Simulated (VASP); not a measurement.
# GaP (R-3m) in VASP: notebook

The runs below take GaP through single point, relaxation of shape and atoms at fixed volume, with r2SCAN.

All numbers are computed with VASP 6.6.1; they aren't measurements. Logs are shortened: lines on timing, memory, paths and dates and some standing lists are left out, and cuts for length are marked.

## (1) The cell of the first run

The structure is trigonal, space group R-3m (No. 166). Conventional cell: a = 3.881 Å, b = 3.881 Å, c = 19.288 Å, α = 90.00°, β = 90.00°, γ = 120.00°. Within 3.2 Å of Ga (site symmetry 3m) lie 3 P at 2.40 Å and 1 Ga at 2.48 Å. P (site symmetry 3m) has 1 P at 2.22 Å and 3 Ga at 2.40 Å within 2.9 Å.

## (2) Single point, r2SCAN (20.97 Å³/atom)

File POSCAR:

```
GaP
1.0
    1.9407343019      1.1204834716      6.4294689450
   -1.9407343019      1.1204834716      6.4294689450
    0.0000000000     -2.2409669433      6.4294689450
Ga P
2 2
Direct
    0.4356214989      0.4356214989      0.4356214989
    0.5643785011      0.5643785011      0.5643785011
    0.0575437479      0.0575437479      0.0575437479
    0.9424562521      0.9424562521      0.9424562521
```

File INCAR.step1:

```
SYSTEM = GaP
PREC = Accurate ; ENCUT = 520
ISMEAR = 0 ; SIGMA = 0.02
LREAL = .FALSE. ; LASPH = .TRUE.
NELM = 100 ; NBANDS = 26
GGA = PE ; ALGO = Normal
EDIFF = 1E-4 ; LWAVE = .TRUE.
LCHARG = .FALSE.
```

File INCAR.step2:

```
SYSTEM = GaP
PREC = Accurate ; ENCUT = 520
EDIFF = 1E-6 ; ISMEAR = 0
SIGMA = 0.02 ; LREAL = .FALSE.
LASPH = .TRUE. ; NELM = 100
ALGO = Normal ; ISIF = 2
LWAVE = .FALSE. ; LCHARG = .TRUE.
METAGGA = R2SCAN ; LMIXTAU = .TRUE.
LELF = .TRUE. ; LVHAR = .TRUE.
NBANDS = 26 ; ISTART = 1
```

File KPOINTS:

```
Automatic mesh
0
G
  9 9 9
  0 0 0
```

Potentials or basis: VASP PAW PBE potentials, release 64 (Ga_d, P).

The run is started by

```
$ cat potpaw_PBE.64/Ga_d/POTCAR potpaw_PBE.64/P/POTCAR > POTCAR
$ cp INCAR.step1 INCAR
$ mpirun -np 1 vasp_std > vasp.out
$ cp INCAR.step2 INCAR
$ mpirun -np 1 vasp_std > vasp.out
```

OUTCAR:

```text
SYSTEM = GaP
   PREC = Accurate
   ENCUT = 520
   EDIFF = 1E-6
   ISMEAR = 0
   LREAL = .FALSE.
   LASPH = .TRUE.
   NELM = 100
   ISIF = 2
   METAGGA = R2SCAN
   ISTART = 1

 ion  position               nearest neighbor table
   1  0.436  0.436  0.436-   3 2.40   3 2.40   3 2.40   2 2.48
   2  0.564  0.564  0.564-   4 2.40   4 2.40   4 2.40   1 2.48
   3  0.058  0.058  0.058-   4 2.22   1 2.40   1 2.40   1 2.40
   4  0.942  0.942  0.942-   3 2.22   2 2.40   2 2.40   2 2.40

  LATTYP: Found a trigonal (rhomboedric) cell.
 ALAT       =     6.8088180880
 COS(alpha) =     0.8375129713

  Lattice vectors:

 A1 = (   1.9407343019,   1.1204834716,   6.4294689450)
 A2 = (  -1.9407343019,   1.1204834716,   6.4294689450)
 A3 = (   0.0000000000,  -2.2409669433,   6.4294689450)

Analysis of symmetry for initial positions (statically):
=====================================================================
 Subroutine PRICEL returns:
 Original cell was already a primitive cell.

 Routine SETGRP: Setting up the symmetry group for a
 trigonal (rhombohedral) supercell.

 Subroutine GETGRP returns: Found 12 space group operations
 (whereof 12 operations were pure point group operations)
 out of a pool of 12 trial point group operations.

The static configuration has the point symmetry D_3d.

Analysis of symmetry for dynamics (positions and initial velocities):
=====================================================================
 Subroutine PRICEL returns:
 Original cell was already a primitive cell.

 Routine SETGRP: Setting up the symmetry group for a
 trigonal (rhombohedral) supercell.

 Subroutine GETGRP returns: Found 12 space group operations
 (whereof 12 operations were pure point group operations)
 out of a pool of 12 trial point group operations.

The dynamic configuration has the point symmetry D_3d.

 Subroutine INISYM returns: Found 12 space group operations
 (whereof 12 operations are pure point group operations),
 and found     1 'primitive' translations

----------------------------------------------------------------------------------------

                                     Primitive cell

  volume of cell :      83.8876

  direct lattice vectors                    reciprocal lattice vectors
     1.940734302  1.120483472  6.429468945     0.257634443  0.148745315  0.051844614
    -1.940734302  1.120483472  6.429468945    -0.257634443  0.148745315  0.051844614
     0.000000000 -2.240966943  6.429468945     0.000000000 -0.297490630  0.051844614

  length of vectors
     6.808818088  6.808818088  6.808818088     0.301974401  0.301974401  0.301974401

  position of ions in fractional coordinates (direct lattice)
     0.435621499  0.435621499  0.435621499
     0.564378501  0.564378501  0.564378501
     0.057543748  0.057543748  0.057543748
     0.942456252  0.942456252  0.942456252

  ion indices of the primitive-cell ions
   primitive index   ion index
                 1           1
                 2           2
                 3           3
                 4           4

----------------------------------------------------------------------------------------

 KPOINTS: Automatic mesh

Automatic generation of k-mesh.
 Grid dimensions read from file:
 generate k-points for:    9    9    9

 Generating k-lattice:

  Cartesian coordinates                     Fractional coordinates (reciprocal lattice)
     0.028626049  0.016527257  0.005760513     0.111111111 -0.000000000 -0.000000000
    -0.028626049  0.016527257  0.005760513    -0.000000000  0.111111111 -0.000000000
     0.000000000 -0.033054514  0.005760513     0.000000000  0.000000000  0.111111111

  Length of vectors
     0.033552711  0.033552711  0.033552711

  Shift w.r.t. Gamma in fractional coordinates (k-lattice)
     0.000000000  0.000000000  0.000000000

 Subroutine IBZKPT returns following result:
 ===========================================

 Found     85 irreducible k-points:

 Following reciprocal coordinates:
            Coordinates               Weight
  0.000000  0.000000  0.000000      1.000000
  0.111111  0.000000  0.000000      6.000000
  0.222222  0.000000  0.000000      6.000000
  0.333333  0.000000 -0.000000      6.000000
  0.444444  0.000000  0.000000      6.000000
  0.111111  0.111111  0.000000      6.000000
[... 16 lines left out ...]
 -0.333333  0.333333  0.000000      6.000000
  0.444444  0.444444  0.000000      6.000000
 [... further k-points ...]
   k-points           NKPTS =     85   k-points in BZ     NKDIM =     85   number of bands    NBANDS=     26
   number of dos      NEDOS =    301   number of ions     NIONS =      4
   total plane-waves  NPLWV = 157464
   dimension x,y,z NGX =    54 NGY =   54 NGZ =   54
   dimension x,y,z NGXF=   108 NGYF=  108 NGZF=  108
   ions per type =               2   2
   NGX,Y,Z   is equivalent  to a cutoff of  13.18, 13.18, 13.18 a.u.
   NGXF,Y,Z  is equivalent  to a cutoff of  26.37, 26.37, 26.37 a.u.
 SYSTEM =  GaP
   PREC   = accura    normal or accurate (medium, high low for compatibility)
   ISTART =      1    job   : 0-new  1-cont  2-samecut
   ICHARG =      0    charge: 1-file 2-atom 10-const
   ISPIN  =      1    spin polarized calculation?
   LNONCOLLINEAR =      F non collinear calculations
   LSORBIT =      F    spin-orbit coupling
   LASPH  =      T    aspherical Exc in radial PAW
   ENCUT  =  520.0 eV  38.22 Ry    6.18 a.u.  12.66 12.66 12.66*2*pi/ulx,y,z
   NELM   =    100;   NELMIN=  2; NELMDL=  0     # of ELM steps
   EDIFF  = 0.1E-05   stopping-criterion for ELM
   LREAL  =      F    real-space projection
   EDIFFG = 0.1E-04   stopping-criterion for IOM
   NSW    =      0    number of steps for IOM
   IBRION =     -1    ionic relax: 0-MD 1-quasi-New 2-CG
   NFREE  =      0    steps in history (QN), initial steepest desc. (CG)
   ISIF   =      2    stress and relaxation
   ISYM   =      2    0-nonsym 1-usesym 2-fastsym
   POTIM  = 0.5000    time-step for ionic-motion
   TEBEG  =    0.0;   TEEND  =   0.0 temperature during run
   PSTRESS=    0.0 pullay stress
   NELECT =      36.0000    total number of electrons
   NUPDOWN=      -1.0000    fix difference up-down
   EMIN   =  10.00;   EMAX   =-10.00  energy-range for DOS
   EFERMI =   0.00;   METHOD = LEGACY
   ISMEAR =     0;   SIGMA  =   0.02  broadening in eV -4-tet -1-fermi 0-gaus
   EFERMI_NEDOS =   21; number of points for ismear=-14 and -15
   IALGO  =     38    algorithm
   IMIX   =      4    mixing-type and parameters
     AMIX     =   0.40;   BMIX     =  1.00
     AMIX_MAG =   1.60;   BMIX_MAG =  1.00
  volume/ion in A,a.u.               =      20.97       141.53
  Fermi-wavevector in a.u.,A,eV,Ry     =   1.234837  2.333504 20.746475  1.524823
  Thomas-Fermi vector in A             =   2.369511
   LORBIT       =      0    0 simple, 1 ext, 2 COOP (PROOUT), +10 PAW based schemes
   METAGGA = R2SCAN    functional components
   LHFCALC =     F    Hartree Fock is set to
   AEXX    =    0.0000 exact exchange contribution
   IVDW    =     0    specifies the selected vdW correction
   LEPSILON=     F    determine dielectric tensor
   LRPA    =     F    only Hartree local field effects (RPA)
 non-spin polarized calculation
 Gauss-broadening in eV      SIGMA  =   0.02
  energy-cutoff  :      520.00
  volume of cell :       83.89
 maximum number of plane-waves:      2273
 NGX is ok and might be reduce to    54
   NGX = 25   NGY = 25   NGZ = 25

 number of electron      36.0000006 magnetization

 Free energy of the ion-electron system (eV)
  ---------------------------------------------------
  ext. energy  EPLUGINS =         0.00000000
  ---------------------------------------------------
  free energy    TOTEN  =       -42.31120488 eV

  energy without entropy =      -42.31120488  energy(sigma->0) =      -42.31120488

 E-fermi :   4.5418     XC(G=0): -10.3827

 val. band max:        4.4619076200   @ k =   0.0000   0.0000   0.0000
 cond. band min:       5.6155852344   @ k =  -0.4444  -0.4444   0.1111
 fundamental gap:      1.1536776144
 Fermi energy:         4.5418002322

 k-point     1 :       0.0000    0.0000    0.0000
  band No.  band energies     occupation
      1     -10.7362      2.00000
      2     -10.6040      2.00000
      3     -10.6040      2.00000
      4     -10.5876      2.00000
      5     -10.5876      2.00000
      6     -10.5276      2.00000
[... 18 lines left out ...]
     25       9.2094      0.00000
     26      13.1735      0.00000

 k-point     2 :       0.1111    0.0000    0.0000
  band No.  band energies     occupation
      1     -10.7338      2.00000
      2     -10.6219      2.00000
      3     -10.6023      2.00000
      4     -10.5961      2.00000
      5     -10.5821      2.00000
      6     -10.5299      2.00000
[... 18 lines left out ...]
     25       9.6467      0.00000
     26      13.0901      0.00000

 k-point     3 :       0.2222    0.0000    0.0000
  band No.  band energies     occupation
      1     -10.7292      2.00000
      2     -10.6597      2.00000
      3     -10.6142      2.00000
      4     -10.5989      2.00000
      5     -10.5683      2.00000
      6     -10.5362      2.00000
[... 18 lines left out ...]
     25      10.7487      0.00000
     26      12.1981      0.00000

 k-point     4 :       0.3333    0.0000   -0.0000
  band No.  band energies     occupation
      1     -10.7283      2.00000
      2     -10.6924      2.00000
      3     -10.6300      2.00000
      4     -10.5963      2.00000
      5     -10.5526      2.00000
      6     -10.5436      2.00000
[... 18 lines left out ...]
     25      11.7367      0.00000
     26      12.0928      0.00000
[... 496 lines left out ...]
      1     -10.7233      2.00000
      2     -10.6909      2.00000
      3     -10.6567      2.00000
      4     -10.5926      2.00000
      5     -10.5694      2.00000
      6     -10.5235      2.00000
[... 18 lines left out ...]
     25      12.6802      0.00000
     26      13.5068      0.00000

 k-point    23 :      -0.3333    0.3333    0.0000
  band No.  band energies     occupation
      1     -10.7257      2.00000
      2     -10.6942      2.00000
      3     -10.6544      2.00000
      4     -10.5828      2.00000
      5     -10.5816      2.00000
      6     -10.5132      2.00000
[... 18 lines left out ...]
     25      12.4169      0.00000
     26      12.6137      0.00000

 k-point    24 :       0.4444    0.4444    0.0000
  band No.  band energies     occupation
      1     -10.7287      2.00000
      2     -10.6785      2.00000
      3     -10.6624      2.00000
      4     -10.6006      2.00000
      5     -10.5489      2.00000
      6     -10.5409      2.00000
[... 18 lines left out ...]
     25      13.7560      0.00000
     26      14.7307      0.00000

 [... further k-points ...]

------------------------ aborting loop because EDIFF is reached ----------------------------------------

  FORCE on cell =-STRESS in cart. coord.  units (eV):
  Direction    XX          YY          ZZ          XY          YZ          ZX
  --------------------------------------------------------------------------------------
  -------------------------------------------------------------------------------------
  Total       -1.1754384     -1.1754384     -1.3010795      0.0000000      0.0000000     -0.0000000
  in kB      -22.4498039    -22.4498040    -24.8494354      0.0000000      0.0000000     -0.0000000
  external PRESSURE =     -23.2496811 kB  Pullay stress =       0.0000000 kB

 VOLUME and BASIS-vectors are now :
 -----------------------------------------------------------------------------
  energy-cutoff  :      520.00
  volume of cell :       83.89
      direct lattice vectors                 reciprocal lattice vectors
     1.940734302  1.120483472  6.429468945     0.257634443  0.148745315  0.051844614
    -1.940734302  1.120483472  6.429468945    -0.257634443  0.148745315  0.051844614
     0.000000000 -2.240966943  6.429468945     0.000000000 -0.297490630  0.051844614

 POSITION                                       TOTAL-FORCE (eV/Angst)
 -----------------------------------------------------------------------------------
      0.00000     -0.00000      8.40244         0.000000      0.000000     -0.000153
      0.00000     -0.00000     10.88596         0.000000     -0.000000      0.000153
      0.00000     -0.00000      1.10993         0.000000      0.000000     -0.064448
      0.00000     -0.00000     18.17848         0.000000     -0.000000      0.064448
 -----------------------------------------------------------------------------------
    total drift:                               -0.000000     -0.000000      0.000000

  FREE ENERGIE OF THE ION-ELECTRON SYSTEM (eV)
  ---------------------------------------------------
  free  energy   TOTEN  =       -42.3112048834 eV

  energy  without entropy=      -42.3112048834  energy(sigma->0) =      -42.31120488
```

Run time: 20 min. Hardware: 1 thread of AMD EPYC 9R45 (Zen 5), shared host; peak memory 0.49 GiB.

Results:

```yaml
Free_energy: -42.3112 eV
Pressure: -2.3 GPa
Largest_force: 0.064 eV/Å
Band_gap_on_the_k_mesh: 1.15 eV (least direct gap 1.51 eV)
```

Forces on the atoms (eV/Å):
```
Ga   0.000  0.000  0.000
Ga   0.000  0.000  0.000
P    0.000  0.000 -0.064
P    0.000  0.000  0.064
```

Caveat: the PAW data sets were made with another functional, which shifts forces and pressure a little. A k mesh can miss the band edges.

## (3) Single point, r2SCAN (21.58 Å³/atom)

This run uses another cell than the first one, of 21.58 Å³/atom.

File POSCAR:

```
GaP
1.0
    1.9603447663      1.1318055785      6.4850151105
   -1.9603447663      1.1318055785      6.4850151105
    0.0000000000     -2.2636111571      6.4850151105
Ga P
2 2
Direct
    0.4354679044      0.4354679044      0.4354679044
    0.5645320956      0.5645320956      0.5645320956
    0.0573976798      0.0573976798      0.0573976798
    0.9426023202      0.9426023202      0.9426023202
```

File INCAR.step1:

```
SYSTEM = GaP
PREC = Accurate
ENCUT = 520
ISMEAR = 0
SIGMA = 0.02
LREAL = .False.
LASPH = .True.
NELM = 60
NBANDS = 26
GGA = PE
ALGO = Normal
EDIFF = 1E-4
LWAVE = .True.
LCHARG = .False.
```

File INCAR.step2:

```
SYSTEM = GaP
PREC = Accurate
ENCUT = 520
EDIFF = 1E-7
ISMEAR = 0
SIGMA = 0.02
LREAL = .False.
LASPH = .True.
NELM = 60
ALGO = Normal
ISIF = 2
LWAVE = .False.
LCHARG = .True.
METAGGA = R2SCAN
LMIXTAU = .True.
LELF = .True.
LVHAR = .True.
NBANDS = 26
ISTART = 1
```

File KPOINTS:

```
Automatic mesh
0
Gamma
  9 9 9
  0 0 0
```

Potentials or basis: VASP PAW PBE potentials, release 64 (Ga_d, P).

The run is started by

```
$ cat potpaw_PBE.64/Ga_d/POTCAR potpaw_PBE.64/P/POTCAR > POTCAR
$ cp INCAR.step1 INCAR
$ mpirun -np 1 vasp_std > vasp.out
$ cp INCAR.step2 INCAR
$ mpirun -np 1 vasp_std > vasp.out
```

Run time: 22 min. Hardware: 1 thread of AMD EPYC 9R45 (Zen 5), shared host; peak memory 0.49 GiB.

The run converged. Its results:

```yaml
Free_energy: -42.2614 eV
Pressure: -4.2 GPa
Largest_force: 0.061 eV/Å
Band_gap_on_the_k_mesh: 1.18 eV (least direct gap 1.41 eV)
```

Forces on the atoms (eV/Å):
```
Ga   0.000  0.000  0.006
Ga   0.000  0.000 -0.006
P    0.000  0.000 -0.061
P    0.000  0.000  0.061
```

Stress tensor (GPa, compression positive):
```
-4.13  0.00  0.00
 0.00 -4.13  0.00
 0.00  0.00 -4.34
```

Levels at points of the mesh, in eV from the valence-band top:
```csv
k point,band 14,band 15,band 16,band 17,band 18,band 19,band 20,band 21,band 22,band 23
"(0.00, 0.00, 0.00)",-1.83,-1.83,-0.27,0.00,0.00,1.44,1.73,3.02,3.92,3.92
```

Caveat: the cell stands under tension; the PAW data sets were made with another functional, which shifts forces and pressure a little. A k mesh can miss the band edges.

## (4) Relaxation of shape and atoms at fixed volume, r2SCAN (19.14 Å³/atom)

This run uses another cell than the first one, of 19.14 Å³/atom.

File POSCAR:

```
GaP
1.0
    1.8807683678      1.0858621234      6.2478022046
   -1.8807683678      1.0858621234      6.2478022046
    0.0000000000     -2.1717242469      6.2478022046
Ga P
2 2
Direct
    0.4359157578      0.4359157578      0.4359157578
    0.5640842422      0.5640842422      0.5640842422
    0.0578052744      0.0578052744      0.0578052744
    0.9421947256      0.9421947256      0.9421947256
```

File INCAR.step1:

```
  PREC = Accurate
  ENCUT = 600
  ISMEAR = 0
  SIGMA = 0.02
  LREAL = False
  LASPH = True
  NELM = 60
  GGA = PE
  ALGO = Normal
  EDIFF = 1E-4
  LWAVE = True
  LCHARG = False
```

File INCAR.step2:

```
  PREC = Accurate
  ENCUT = 600
  EDIFF = 1E-6
  ISMEAR = 0
  SIGMA = 0.02
  LREAL = False
  LASPH = True
  NELM = 60
  ALGO = Normal
  ISIF = 4
  LWAVE = False
  LCHARG = False
  METAGGA = R2SCAN
  LMIXTAU = True
  IBRION = 2
  NSW = 50
  EDIFFG = -0.01
  ISTART = 1
```

File KPOINTS:

```
Automatic mesh
0
Gamma
  9 9 9
```

The run is started by

```
$ cat potpaw_PBE.64/Ga_d/POTCAR potpaw_PBE.64/P/POTCAR > POTCAR
$ cp INCAR.step1 INCAR
$ mpirun -np 1 vasp_std > vasp.out
$ cp INCAR.step2 INCAR
$ mpirun -np 1 vasp_std > vasp.out
```

Run time: 1.5 h. Hardware: 1 thread of AMD EPYC 9755, shared host; peak memory 0.52 GiB.

The run converged. Its results:

* Free energy: -42.2523 eV
* Energy gained by relaxing: 0.0 meV/atom
* Ionic steps: 2
* Pressure after relaxing: 5.6 GPa
* Band gap on the k mesh: 1.03 eV (least direct gap 1.74 eV)

Stress tensor (GPa, compression positive):
```
5.56 0.00 0.00
0.00 5.56 0.00
0.00 0.00 5.64
```

Final structure:
```yaml
crystal:
  lattice:
    - [1.88051, 1.08571, 6.24955]
    - [-1.88051, 1.08571, 6.24955]
    - [0.00000, -2.17142, 6.24955]
  atoms:
    - { symbol: Ga, position: [0.43600, 0.43600, 0.43600] }
    - { symbol: Ga, position: [0.56400, 0.56400, 0.56400] }
    - { symbol: P, position: [0.05780, 0.05780, 0.05780] }
    - { symbol: P, position: [0.94220, 0.94220, 0.94220] }
```

Levels at points of the mesh, in eV from the valence-band top:
```csv
k point,band 16,band 17,band 18,band 19,band 20,band 21
"(0.00, 0.00, 0.00)",-0.27,0.00,0.00,1.74,2.53,3.31
```

Caveat: the PAW data sets were made with another functional, which shifts forces and pressure a little.

## (5) Overview

```tsv
task	cell	cutoff (eV)	gap on the mesh (eV)	pressure (GPa)	largest force (eV/Å)
single point	a = 6.809 Å, angles 33.1°, 4 atoms, atomic positions A	520	1.15	-2.3	0.06
single point	a = 6.869 Å, angles 33.2°, 4 atoms, atomic positions B	520	1.18	-4.2	0.06
relaxation of shape and atoms at fixed volume	relaxed from a = 6.614 Å, angles 33.0°, 4 atoms, atomic positions C	600	1.03	5.6	-
```

Alike in all rows: level r2SCAN; potentials or basis VASP PAW PBE potentials, release 64 (Ga_d, P); no spin polarisation; k mesh 9 × 9 × 9; smearing gaussian 0.02 eV.

Caveats: the PAW data sets were made with another functional, which shifts forces and pressure a little; the cell stands under tension (at least some runs).

Total energies depend on the potentials used, so only differences within one code and one set of settings carry meaning.
